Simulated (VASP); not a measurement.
# BeTe (P4/nmm) in VASP: single point with PBE

Aim: the single point of BeTe with PBE.

Everything below comes from runs of VASP 6.6.1. Logs are shortened: lines on timing, memory, paths and dates and some standing lists are left out, and cuts for length are marked.

### 1 The cell of the first run

The structure is tetragonal, space group P4/nmm (No. 129). Conventional cell: a = 3.912 Å, b = 3.912 Å, c = 7.426 Å, α = 90.00°, β = 90.00°, γ = 90.00°. Be (site symmetry -4m2) has 4 Te at 2.48 Å and 4 Be at 2.77 Å within 3.3 Å. Within 3.3 Å of Te (site symmetry 4mm) lie 4 Be at 2.48 Å.

### 2 Single point, PBE, non-collinear spin, zero start, spin-orbit coupling

Contents of INCAR:

```
SYSTEM = BeTe
PREC     = Accurate       ! precision mode
ENCUT    = 520            ! plane-wave cutoff, eV
EDIFF    = 1E-6           ! SCF threshold, eV
ISMEAR   = 0              ! smearing method
SIGMA    = 0.02           ! smearing width, eV
LREAL    = .FALSE.        ! projectors in reciprocal space
LASPH    = .TRUE.         ! aspherical terms in the spheres
NELM     = 150            ! most SCF steps
ALGO     = Normal         ! electronic algorithm
ISIF     = 2              ! what is computed and relaxed
LWAVE    = .FALSE.        ! write WAVECAR
LCHARG   = .TRUE.         ! write CHGCAR
MAGMOM   = 0 0 0 0 0 0 0 0 0 0 0 0 ! initial moments
LORBIT   = 11             ! projections on sites
LSORBIT  = .TRUE.         ! spin-orbit coupling
GGA_COMPAT= .FALSE.      
LORBMOM  = .TRUE.       
GGA      = PE             ! functional
LVHAR    = .TRUE.       
NBANDS   = 30             ! bands
```

Contents of KPOINTS:

```
regular mesh
0
G
  8 8 4
  0 0 0
```

Contents of POSCAR:

```
BeTe
1.0
    3.9119471000      0.0000000000      0.0000000000
    0.0000000000      3.9119471000      0.0000000000
    0.0000000000      0.0000000000      7.4258011000
Be Te
2 2
Direct
    0.0000000000      0.0000000000      0.5000000000
    0.5000000000      0.5000000000      0.5000000000
    0.5000000000      0.0000000000      0.7061330000
    0.0000000000      0.5000000000      0.2938670000
```

Potentials or basis: VASP PAW PBE potentials, release 64 (Be, Te).

On the command line:

```console
> cat potpaw_PBE.64/Be/POTCAR potpaw_PBE.64/Te/POTCAR > POTCAR
> mpirun -np 1 vasp_ncl > vasp.out
```

OUTCAR:

```text
SYSTEM = BeTe
   PREC = Accurate
   ENCUT = 520
   EDIFF = 1E-6
   ISMEAR = 0
   LREAL = .FALSE.
   LASPH = .TRUE.
   NELM = 150
   ISIF = 2
   LORBIT = 11
   LSORBIT = .TRUE.
   GGA = PE

 ion  position               nearest neighbor table
   1  0.000  0.000  0.500-   3 2.48   4 2.48   4 2.48   3 2.48
   2  0.500  0.500  0.500-   3 2.48   4 2.48   3 2.48   4 2.48
   3  0.500  0.000  0.706-   1 2.48   2 2.48   2 2.48   1 2.48
   4  0.000  0.500  0.294-   1 2.48   2 2.48   1 2.48   2 2.48

  LATTYP: Found a simple tetragonal cell.
 ALAT       =     3.9119471000
 C/A-ratio  =     1.8982365840

  Lattice vectors:

 A1 = (   3.9119471000,   0.0000000000,   0.0000000000)
 A2 = (   0.0000000000,   3.9119471000,   0.0000000000)
 A3 = (   0.0000000000,   0.0000000000,   7.4258011000)

Analysis of symmetry for initial positions (statically):
=====================================================================
 Subroutine PRICEL returns:
 Original cell was already a primitive cell.

 Routine SETGRP: Setting up the symmetry group for a
 simple tetragonal supercell.

 Subroutine GETGRP returns: Found 16 space group operations
 (whereof  8 operations were pure point group operations)
 out of a pool of 16 trial point group operations.

The static configuration has the point symmetry D_2d.
 The point group associated with its full space group is D_4h.

Analysis of symmetry for dynamics (positions and initial velocities):
=====================================================================
 Subroutine PRICEL returns:
 Original cell was already a primitive cell.

 Routine SETGRP: Setting up the symmetry group for a
 simple tetragonal supercell.

 Subroutine GETGRP returns: Found 16 space group operations
 (whereof  8 operations were pure point group operations)
 out of a pool of 16 trial point group operations.

The dynamic configuration has the point symmetry D_2d.
 The point group associated with its full space group is D_4h.

Analysis of structural, dynamic, and magnetic symmetry:
=====================================================================
 Subroutine PRICEL returns:
 Original cell was already a primitive cell.

 Routine SETGRP: Setting up the symmetry group for a
 simple tetragonal supercell.

 Subroutine GETGRP returns: Found 16 space group operations
 (whereof  8 operations were pure point group operations)
 out of a pool of 16 trial point group operations.

The overall configuration has the point symmetry D_2d.
 The point group associated with its full space group is D_4h.

 Subroutine INISYM returns: Found 16 space group operations
 (whereof  8 operations are pure point group operations),
 and found     1 'primitive' translations

----------------------------------------------------------------------------------------

                                     Primitive cell

  volume of cell :     113.6395

  direct lattice vectors                    reciprocal lattice vectors
     3.911947100  0.000000000  0.000000000     0.255627179  0.000000000  0.000000000
     0.000000000  3.911947100  0.000000000     0.000000000  0.255627179  0.000000000
     0.000000000  0.000000000  7.425801100     0.000000000  0.000000000  0.134665605

  length of vectors
     3.911947100  3.911947100  7.425801100     0.255627179  0.255627179  0.134665605

  position of ions in fractional coordinates (direct lattice)
     0.000000000  0.000000000  0.500000000
     0.500000000  0.500000000  0.500000000
     0.500000000  0.000000000  0.706133000
     0.000000000  0.500000000  0.293867000

  ion indices of the primitive-cell ions
   primitive index   ion index
                 1           1
                 2           2
                 3           3
                 4           4

----------------------------------------------------------------------------------------

 KPOINTS: regular mesh

Automatic generation of k-mesh.
 Grid dimensions read from file:
 generate k-points for:    8    8    4

 Generating k-lattice:

  Cartesian coordinates                     Fractional coordinates (reciprocal lattice)
     0.031953397  0.000000000  0.000000000     0.125000000  0.000000000  0.000000000
     0.000000000  0.031953397  0.000000000     0.000000000  0.125000000  0.000000000
     0.000000000  0.000000000  0.033666401     0.000000000  0.000000000  0.250000000

  Length of vectors
     0.031953397  0.031953397  0.033666401

  Shift w.r.t. Gamma in fractional coordinates (k-lattice)
     0.000000000  0.000000000  0.000000000

 Subroutine IBZKPT returns following result:
 ===========================================
[... 74 lines left out ...]
   LHFCALC =     F    Hartree Fock is set to
   AEXX    =    0.0000 exact exchange contribution
   IVDW    =     0    specifies the selected vdW correction
   LEPSILON=     F    determine dielectric tensor
   LRPA    =     F    only Hartree local field effects (RPA)
 Gauss-broadening in eV      SIGMA  =   0.02
  energy-cutoff  :      520.00
  volume of cell :      113.64
 maximum number of plane-waves:      6176
 NGX is ok and might be reduce to    30
   NGX = 15   NGY = 15   NGZ = 27

 number of electron      15.9999999 magnetization       0.0000000     -0.0000000     -0.0000000

 number of electron      15.9999999 magnetization       0.0000000      0.0000000      0.0000000

 number of electron      15.9999999 magnetization       0.0000000     -0.0000000      0.0000000

 number of electron      15.9999999 magnetization      -0.0000000     -0.0000000     -0.0000000

 Free energy of the ion-electron system (eV)
  ---------------------------------------------------
  ext. energy  EPLUGINS =         0.00000000
  ---------------------------------------------------
  free energy    TOTEN  =       -15.03839742 eV

  energy without entropy =      -15.03839742  energy(sigma->0) =      -15.03839742

 E-fermi :   3.3918     XC(G=0):  -7.7420

 val. band max:        3.2532614040   @ k =   0.0000   0.0000   0.0000
 cond. band min:       5.0544081994   @ k =   0.0000   0.0000   0.0000
 fundamental gap:      1.8011467953
 Fermi energy:         3.3918190864

 k-point     1 :       0.0000    0.0000    0.0000
  band No.  band energies     occupation
      1      -9.1561      1.00000
      2      -9.1561      1.00000
      3      -7.8968      1.00000
      4      -7.8968      1.00000
      5      -1.3803      1.00000
      6      -1.3803      1.00000
[... 733 lines left out ...]
     27       7.5193      0.00000
     28       7.5193      0.00000

 [... further k-points ...]

 [bands above 28 left out]

------------------------ aborting loop because EDIFF is reached ----------------------------------------

  FORCE on cell =-STRESS in cart. coord.  units (eV):
  Direction    XX          YY          ZZ          XY          YZ          ZX
  --------------------------------------------------------------------------------------
  -------------------------------------------------------------------------------------
  Total        0.1091111      0.1091111      0.1957044      0.0000000      0.0000000      0.0000000
  in kB        1.5383329      1.5383329      2.7591913      0.0000000      0.0000000      0.0000000
  external PRESSURE =       1.9452857 kB  Pullay stress =       0.0000000 kB

 VOLUME and BASIS-vectors are now :
 -----------------------------------------------------------------------------
  energy-cutoff  :      520.00
  volume of cell :      113.64
      direct lattice vectors                 reciprocal lattice vectors
     3.911947100  0.000000000  0.000000000     0.255627179  0.000000000  0.000000000
     0.000000000  3.911947100  0.000000000     0.000000000  0.255627179  0.000000000
     0.000000000  0.000000000  7.425801100     0.000000000  0.000000000  0.134665605

 POSITION                                       TOTAL-FORCE (eV/Angst)
 -----------------------------------------------------------------------------------
      0.00000      0.00000      3.71290         0.000000     -0.000000      0.000000
      1.95597      1.95597      3.71290        -0.000000      0.000000      0.000000
      1.95597      0.00000      5.24360         0.000000      0.000000      0.063391
      0.00000      1.95597      2.18220         0.000000     -0.000000     -0.063391
 -----------------------------------------------------------------------------------
    total drift:                                0.000000     -0.000000      0.000000

  FREE ENERGIE OF THE ION-ELECTRON SYSTEM (eV)
  ---------------------------------------------------
  free  energy   TOTEN  =       -15.0383974221 eV

  energy  without entropy=      -15.0383974221  energy(sigma->0) =      -15.03839742

 orbital moment (x)

 # of ion     p       d       tot
 ----------------------------------------
  1         0.000   0.000   0.000
  2         0.000   0.000   0.000
  3        -0.000   0.000  -0.000
  4         0.000   0.000   0.000
 ----------------------------------------
            0.000   0.000   0.000

 orbital moment (y)

 # of ion     p       d       tot
 ----------------------------------------
  1        -0.000   0.000  -0.000
  2        -0.000   0.000  -0.000
  3         0.000  -0.000   0.000
  4        -0.000  -0.000  -0.000
 ----------------------------------------
           -0.000  -0.000  -0.000

 orbital moment (z)

 # of ion     p       d       tot
 ----------------------------------------
  1         0.000   0.000   0.000
  2        -0.000   0.000  -0.000
  3         0.000   0.000   0.000
  4         0.000   0.000   0.000
 ----------------------------------------
           -0.000   0.000  -0.000

 Spin-Orbit-Coupling matrix elements

 Ion:    1  E_soc:     -0.0000107
 l=   1
     0.0000000    -0.0000017    -0.0000018
    -0.0000017     0.0000000    -0.0000017
    -0.0000018    -0.0000017     0.0000000
 l=   2
     0.0000000     0.0000000     0.0000000     0.0000000     0.0000000
     0.0000000     0.0000000     0.0000000     0.0000000     0.0000000
     0.0000000     0.0000000     0.0000000     0.0000000     0.0000000
     0.0000000     0.0000000     0.0000000     0.0000000     0.0000000
     0.0000000     0.0000000     0.0000000     0.0000000     0.0000000
 l=   3
     0.0000000     0.0000000     0.0000000     0.0000000     0.0000000     0.0000000     0.0000000
     0.0000000     0.0000000     0.0000000     0.0000000     0.0000000     0.0000000     0.0000000
     0.0000000     0.0000000     0.0000000     0.0000000     0.0000000     0.0000000     0.0000000
     0.0000000     0.0000000     0.0000000     0.0000000     0.0000000     0.0000000     0.0000000
[... 49 lines left out ...]
 l=   2
     0.0000000    -0.0000149     0.0000000    -0.0000149    -0.0000409
    -0.0000149     0.0000000    -0.0000177     0.0000327    -0.0000208
     0.0000000    -0.0000177     0.0000000    -0.0000177     0.0000000
    -0.0000149     0.0000327    -0.0000177     0.0000000    -0.0000208
    -0.0000409    -0.0000208     0.0000000    -0.0000208     0.0000000
 l=   3
     0.0000000     0.0000000     0.0000000     0.0000000     0.0000000     0.0000000     0.0000000
     0.0000000     0.0000000     0.0000000     0.0000000     0.0000000     0.0000000     0.0000000
     0.0000000     0.0000000     0.0000000     0.0000000     0.0000000     0.0000000     0.0000000
     0.0000000     0.0000000     0.0000000     0.0000000     0.0000000     0.0000000     0.0000000
     0.0000000     0.0000000     0.0000000     0.0000000     0.0000000     0.0000000     0.0000000
     0.0000000     0.0000000     0.0000000     0.0000000     0.0000000     0.0000000     0.0000000
     0.0000000     0.0000000     0.0000000     0.0000000     0.0000000     0.0000000     0.0000000

 total charge

# of ion       s       p       d       tot
------------------------------------------
    1        0.353   0.542   0.000   0.895
    2        0.353   0.542   0.000   0.895
    3        1.367   2.075   0.033   3.476
    4        1.367   2.075   0.033   3.476
--------------------------------------------------
tot          3.441   5.235   0.067   8.742

 magnetization (x)

# of ion       s       p       d       tot
------------------------------------------
    1        0.000   0.000   0.000   0.000
    2        0.000   0.000   0.000   0.000
    3        0.000   0.000   0.000   0.000
    4        0.000   0.000   0.000   0.000
--------------------------------------------------
tot          0.000   0.000   0.000   0.000

 magnetization (y)

# of ion       s       p       d       tot
------------------------------------------
    1        0.000  -0.000   0.000  -0.000
    2        0.000  -0.000   0.000  -0.000
    3       -0.000   0.000  -0.000  -0.000
    4       -0.000   0.000  -0.000  -0.000
--------------------------------------------------
tot         -0.000  -0.000  -0.000  -0.000

 magnetization (z)

# of ion       s       p       d       tot
------------------------------------------
    1        0.000   0.000   0.000   0.000
    2        0.000   0.000   0.000   0.000
    3        0.000   0.000   0.000   0.000
    4        0.000   0.000   0.000   0.000
--------------------------------------------------
tot          0.000   0.000   0.000   0.000
```

Wall time 4.5 min (1 thread of Intel Xeon Platinum 8488C (Sapphire Rapids), shared host); peak memory 0.53 GiB.

Results:

| Property | Result |
| --- | --- |
| Free energy | -15.0384 eV |
| Pressure | 0.2 GPa |
| Largest force | 0.063 eV/Å |
| Net moment | 0.00 μB per cell |
| Valence electrons inside the program's atomic spheres | Be 0.90; Te 3.48 |

Forces on the atoms (eV/Å):
```
Be   0.000  0.000  0.000
Be   0.000  0.000  0.000
Te   0.000  0.000  0.063
Te   0.000  0.000 -0.063
```

Stress tensor (GPa, compression positive):
```
0.15 0.00 0.00
0.00 0.15 0.00
0.00 0.00 0.28
```

Moments on the atoms (μB; x, y, z):
```
Be  0.00 0.00 0.00
Be  0.00 0.00 0.00
Te  0.00 0.00 0.00
Te  0.00 0.00 0.00
```

Caveat: this functional lacks dispersion, which binds the layers, so the pressure and a relaxed spacing across them are unreliable.
